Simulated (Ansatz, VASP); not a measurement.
## One calculation of TaAl3O, two programs

```
CELL_PARAMETERS angstrom
5.60750 0.00000 0.00000
-2.80375 4.85624 0.00000
0.00000 0.00000 3.84994
ATOMIC_POSITIONS crystal
Ta 0.00000 0.00000 0.50000
Al 0.50000 0.00000 0.50000
Al 0.00000 0.50000 0.50000
Al 0.50000 0.50000 0.50000
O 0.00000 0.00000 0.00000
```

Alike in both runs: functional PBE; k mesh 12 × 12 × 10; occupations gaussian, width 0.1 eV; no spin polarisation.

Ansatz relaxed the structure, and its values are those at the end. VASP's run is a single point on that final structure, the one shown.

```csv
,VASP,Ansatz
version,VASP 6.6.1,Ansatz 0.2.0
potentials or method,"VASP PAW PBE potentials, release 64 (Ta_sv_GW, Al, O), cutoff 700 eV","scalar-relativistic, plane waves, PAW"
valence electrons in the cell,28,28
```

```csv
,VASP,Ansatz,Ansatz less VASP
gap on the k mesh at the Fermi level (eV),none,none,-
pressure (GPa),0.0,0.0,+0.03
```

A gap of «none» marks a metal or a gap that the smearing closes. The functional is the same, so the differences come from potentials, cutoffs and numerics.

Spin-orbit coupling is off throughout.
